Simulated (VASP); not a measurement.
# TiC (de600) (Fm-3m) in VASP: a series of runs, part 2 of 2

VASP 6.6.1. Earlier steps stand in the parts before.

**4. Relaxation of cell and atoms, LDA**

Input file INCAR:

```
PREC = Accurate ; ENCUT = 600
EDIFF = 1E-6 ; ISMEAR = 0
SIGMA = 0.1 ; LREAL = False
LASPH = True ; NELM = 60
ALGO = Normal ; ISIF = 3
LWAVE = False ; LCHARG = False
IBRION = 2 ; NSW = 100
EDIFFG = -0.05
```

Input file KPOINTS:

```
regular mesh
0
Gamma
  8 8 8
```

Input file POSCAR:

```
TiC
1.0
    0.0000000000      2.1657188400      2.1657188400
    2.1657188400      0.0000000000      2.1657188400
    2.1657188400      2.1657188400      0.0000000000
Ti C
1 1
Direct
    0.0000000000      0.0000000000      0.0000000000
    0.5000000000      0.5000000000      0.5000000000
```

Potentials or basis: VASP PAW LDA potentials, release 64 (Ti_sv, C).

Run with:

```console
> cat potpaw_LDA.64/Ti_sv/POTCAR potpaw_LDA.64/C/POTCAR > POTCAR
> mpirun -np 1 vasp_std > vasp.out
```

OUTCAR:

```text
PREC = Accurate
   ENCUT = 600
   EDIFF = 1E-6
   ISMEAR = 0
   LREAL = False
   LASPH = True
   NELM = 60
   ISIF = 3
   IBRION = 2
   NSW = 100
   EDIFFG = -0.05

 ion  position               nearest neighbor table
   1  0.000  0.000  0.000-   2 2.17   2 2.17   2 2.17   2 2.17   2 2.17   2 2.17
   2  0.500  0.500  0.500-   1 2.17   1 2.17   1 2.17   1 2.17   1 2.17   1 2.17

  LATTYP: Found a face centered cubic cell.
 ALAT       =     4.3314376800

  Lattice vectors:

 A1 = (   0.0000000000,   2.1657188400,   2.1657188400)
 A2 = (   2.1657188400,   0.0000000000,   2.1657188400)
 A3 = (   2.1657188400,   2.1657188400,   0.0000000000)

Analysis of symmetry for initial positions (statically):
=====================================================================
 Subroutine PRICEL returns:
 Original cell was already a primitive cell.

 Routine SETGRP: Setting up the symmetry group for a
 face centered cubic supercell.

 Subroutine GETGRP returns: Found 48 space group operations
 (whereof 48 operations were pure point group operations)
 out of a pool of 48 trial point group operations.

The static configuration has the point symmetry O_h .

Analysis of symmetry for dynamics (positions and initial velocities):
=====================================================================
 Subroutine PRICEL returns:
 Original cell was already a primitive cell.

 Routine SETGRP: Setting up the symmetry group for a
[... 164 lines left out ...]
  in kB     -120.3083443   -120.3083443   -120.3083443     -0.0000000      0.0000000     -0.0000000
  external PRESSURE =    -120.3083443 kB  Pullay stress =       0.0000000 kB
[... 23 lines left out ...]
--------------------------------------- Ionic step        2  -------------------------------------------

 number of electron      15.9999996 magnetization

 E-fermi :  10.5681     XC(G=0): -13.5637

 val. band max:       10.5617980736   @ k =   0.1250   0.1250   0.0000
 cond. band min:      10.7320953577   @ k =   0.5000   0.5000   0.0000
 fundamental gap:      0.1702972841
 Fermi energy:        10.5681031123

 k-point     1 :       0.0000    0.0000    0.0000
  band No.  band energies     occupation
      1     -44.9465      2.00000
      2     -21.2726      2.00000
      3     -21.2726      2.00000
      4     -21.2726      2.00000
      5      -2.0875      2.00000
      6      11.2819      0.00000
      7      11.2819      0.00000
      8      11.2819      0.00000
      9      12.4613      0.00000
     10      12.4613      0.00000
     11      12.4613      0.00000
     12      12.5772      0.00000
[... 380 lines left out ...]
--------------------------------------- Ionic step        3  -------------------------------------------

 number of electron      16.0000003 magnetization

 Free energy of the ion-electron system (eV)
  ---------------------------------------------------
  ext. energy  EPLUGINS =         0.00000000
  ---------------------------------------------------
  free energy    TOTEN  =       -20.53941191 eV

  energy without entropy =      -20.53769250  energy(sigma->0) =      -20.53855220

 E-fermi :   9.7430     XC(G=0): -13.2168

 val. band max:        9.5784156571   @ k =   0.3750   0.3750   0.0000
 cond. band min:       9.7511758904   @ k =   0.1250   0.1250   0.0000
 fundamental gap:      0.1727602333
 Fermi energy:         9.7430300160

 k-point     1 :       0.0000    0.0000    0.0000
  band No.  band energies     occupation
      1     -45.9549      2.00000
      2     -22.3334      2.00000
      3     -22.3334      2.00000
      4     -22.3334      2.00000
      5      -2.6259      2.00000
      6      10.4380      0.00000
      7      10.4380      0.00000
      8      10.4380      0.00000
      9      11.5439      0.00000
     10      11.5439      0.00000
     11      11.5439      0.00000
     12      11.6047      0.00000
[... 374 lines left out ...]
  FREE ENERGIE OF THE ION-ELECTRON SYSTEM (eV)
  ---------------------------------------------------
  free  energy   TOTEN  =       -20.5394119076 eV

  energy  without entropy=      -20.5376925018  energy(sigma->0) =      -20.53855220

 reached required accuracy - stopping structural energy minimisation
```

OSZICAR:

```text
N       E                     dE             d eps       ncg     rms          rms(c)
DAV:   1     0.120761646350E+03    0.12076E+03   -0.94394E+03   696   0.178E+03
DAV:   2    -0.157638315560E+02   -0.13653E+03   -0.13033E+03   736   0.396E+02
DAV:   3    -0.255386955717E+02   -0.97749E+01   -0.94432E+01   928   0.100E+02
[... 35 lines left out ...]
DAV:   8    -0.205394067615E+02   -0.11556E-03   -0.59165E-04   836   0.234E-01    0.247E-02
DAV:   9    -0.205394080191E+02   -0.12576E-05   -0.58992E-05   736   0.835E-02    0.147E-02
DAV:  10    -0.205394102788E+02   -0.22596E-05   -0.25297E-06   720   0.167E-02    0.571E-03
DAV:  11    -0.205394118320E+02   -0.15532E-05   -0.26706E-06   816   0.107E-02    0.207E-03
DAV:  12    -0.205394119076E+02   -0.75658E-07   -0.20625E-07   360   0.456E-03
   3 F= -.20539412E+02 E0= -.20538552E+02  d E =-.366514E-01
```

Run time: 14 s. Hardware: 1 thread of Intel Xeon Platinum 8259CL at 2.50GHz (Skylake/Cascade Lake), shared host; peak memory 0.14 GiB.

Results:

```yaml
Free_energy: -20.5394 eV
Relaxed_volume: 9.70 Å³/atom
Relaxed_cell: a = 3.016 Å, b = 3.016 Å, c = 3.016 Å, α = 60.00°, β = 60.00°, γ = 60.00°
Space_group_after_relaxing_to_0.05_Å: Fm-3m (No. 225)
Energy_gained_by_relaxing: 18.3 meV/atom
Ionic_steps: 3
Pressure_after_relaxing: -0.2 GPa
Band_gap_on_the_k_mesh: zero (band 8 reaches 10.44 eV, above the bottom of band 9 at 9.37 eV)
```

The path:
| step | energy change (eV) | largest force (eV/Å) | pressure (GPa) | volume (Å³) |
| --- | --- | --- | --- | --- |
| 1 | 0.0000 | 0.0000 | -12.03 | 20.32 |
| 2 | 0.0384 | 0.0000 | 20.77 | 18.15 |
| 3 | -0.0367 | 0.0000 | -0.22 | 19.39 |

Final structure:
```yaml
crystal:
  lattice:
    - [0.00000, 2.13241, 2.13241]
    - [2.13241, 0.00000, 2.13241]
    - [2.13241, 2.13241, 0.00000]
  atoms:
    - { symbol: Ti, position: [0.00000, 0.00000, 0.00000] }
    - { symbol: C, position: [0.50000, 0.50000, 0.50000] }
```

Levels at points of the mesh, in eV from the Fermi level:
```
           k point  band 5  band 6  band 7  band 8  band 9  band 10  band 11  band 12
(0.00, 0.00, 0.00)  -12.37    0.69    0.69    0.69    1.80     1.80     1.80     1.86
(0.50, 0.00, 0.00)   -8.60   -5.99   -3.00   -3.00    3.11     3.11     4.38     8.59
(0.50, 0.50, 0.00)  -10.06   -3.35   -1.77    0.09    0.09     2.94     3.75     3.75
```

**5. Single point, LDA**

This run uses another cell than the first one, of 9.67 Å³/atom, 0.952 times its volume.

Input file INCAR:

```
SYSTEM = TiC
ALGO = Normal ; EDIFF = 1E-6
ENCUT = 520 ; ISIF = 2
ISMEAR = 0 ; LASPH = .TRUE.
LCHARG = .FALSE. ; LREAL = .FALSE.
LWAVE = .FALSE. ; NBANDS = 15
NELM = 60 ; PREC = Accurate
SIGMA = 0.1
```

Input file KPOINTS:

```
k-points
0
G
  14 14 14
  0 0 0
```

Input file POSCAR:

```
TiC
1.0
    0.0000000000      2.1303449664      2.1303449664
    2.1303449664      0.0000000000      2.1303449664
    2.1303449664      2.1303449664      0.0000000000
Ti C
1 1
Direct
    0.0000000000      0.0000000000      0.0000000000
    0.5000000000      0.5000000000      0.5000000000
```

Run with:

```console
> cat potpaw_LDA.64/Ti_sv/POTCAR potpaw_LDA.64/C/POTCAR > POTCAR
> mpirun -np 1 vasp_std > vasp.out
```

It took 17 s on 1 thread of Intel Xeon Platinum 8259CL at 2.50GHz (Skylake/Cascade Lake), shared host; peak memory 0.14 GiB.

Results (log left out):

| Property | Result |
| --- | --- |
| Free energy | -20.5394 eV |
| Pressure | 0.7 GPa |
| Band gap on the k mesh | zero (band 8 reaches 10.48 eV, above the bottom of band 9 at 9.42 eV) |

Levels at points of the mesh, in eV from the Fermi level:
```
           k point  band 4  band 5  band 6  band 7  band 8  band 9  band 10  band 11  band 12  band 13
(0.00, 0.00, 0.00)  -32.11  -12.43    0.65    0.65    0.65    1.76     1.76     1.76     1.82     1.82
(0.50, 0.00, 0.00)  -32.17   -8.65   -6.04   -3.05   -3.05    3.08     3.08     4.36     8.56     8.65
(0.50, 0.50, 0.00)  -32.32  -10.12   -3.39   -1.82    0.04    0.04     2.91     3.72     3.72     6.36
```

**6. Single point, LDA**

This run uses another cell than the first one, of 9.67 Å³/atom, 0.952 times its volume.

Input file INCAR:

```
SYSTEM = TiC
PREC     = Accurate       ! precision mode
ENCUT    = 520            ! plane-wave cutoff, eV
EDIFF    = 1E-6           ! SCF threshold, eV
ISMEAR   = -1             ! smearing method
SIGMA    = 0.15           ! smearing width, eV
LREAL    = .False.        ! projectors in reciprocal space
LASPH    = .True.         ! aspherical terms in the spheres
NELM     = 100            ! most SCF steps
ALGO     = Normal         ! electronic algorithm
ISIF     = 2              ! what is computed and relaxed
LWAVE    = .False.        ! write WAVECAR
LCHARG   = .False.        ! write CHGCAR
GGA      = CA             ! functional
NBANDS   = 15             ! bands
```

Input file KPOINTS:

```
regular mesh
0
Gamma
  16 16 16
  0 0 0
```

Input file POSCAR:

```
TiC
1.0
    0.0000000000      2.1305935390      2.1305935390
    2.1305935390      0.0000000000      2.1305935390
    2.1305935390      2.1305935390      0.0000000000
Ti C
1 1
Direct
    0.0000000000      0.0000000000      0.0000000000
    0.5000000000      0.5000000000      0.5000000000
```

Potentials or basis: VASP PAW LDA potentials, release 64 (Ti_sv, C).

Run with:

```console
> cat potpaw_LDA.64/Ti_sv/POTCAR potpaw_LDA.64/C/POTCAR > POTCAR
> mpirun -np 1 vasp_std > vasp.out
```

It took 24 s on 1 thread of Intel Xeon Platinum 8259CL at 2.50GHz (Skylake/Cascade Lake), shared host; peak memory 0.16 GiB.

The run converged. Its results:

* Free energy: -20.5502 eV
* Pressure: 0.7 GPa
* Band gap on the k mesh: zero (band 8 reaches 10.47 eV, above the bottom of band 9 at 9.40 eV)

Levels at points of the mesh, in eV from the Fermi level:
```
           k point  band 6  band 7  band 8  band 9  band 10  band 11
(0.00, 0.00, 0.00)    0.66    0.66    0.66    1.76     1.76     1.76
(0.50, 0.00, 0.00)   -6.03   -3.04   -3.04    3.09     3.09     4.37
(0.50, 0.50, 0.00)   -3.38   -1.81    0.05    0.05     2.92     3.73
```

**7. The runs side by side**

| task | cell | k mesh | cutoff (eV) | smearing | gap on the mesh (eV) | pressure (GPa) |
| --- | --- | --- | --- | --- | --- | --- |
| single point | a = 3.063 Å, angles 60.0°, 2 atoms | 8 × 8 × 8 | 520 | gaussian 0.1 eV | none | -11.9 |
| single point | a = 3.012 Å, angles 60.0°, 2 atoms | 8 × 8 × 8 | 520 | gaussian 0.1 eV | none | 0.8 |
| relaxation of cell and atoms | relaxed from a = 3.063 Å, angles 60.0°, 2 atoms | 8 × 8 × 8 | 600 | gaussian 0.1 eV | none | -0.2 |
| single point | a = 3.013 Å, angles 60.0°, 2 atoms | 14 × 14 × 14 | 520 | gaussian 0.1 eV | none | 0.7 |
| single point | a = 3.013 Å, angles 60.0°, 2 atoms | 16 × 16 × 16 | 520 | fermi-dirac 0.15 eV | none | 0.7 |

Alike in all rows: level LDA; potentials or basis VASP PAW LDA potentials, release 64 (Ti_sv, C); no spin polarisation.

Total energies depend on the potentials used, so only differences within one code and one set of settings carry meaning.
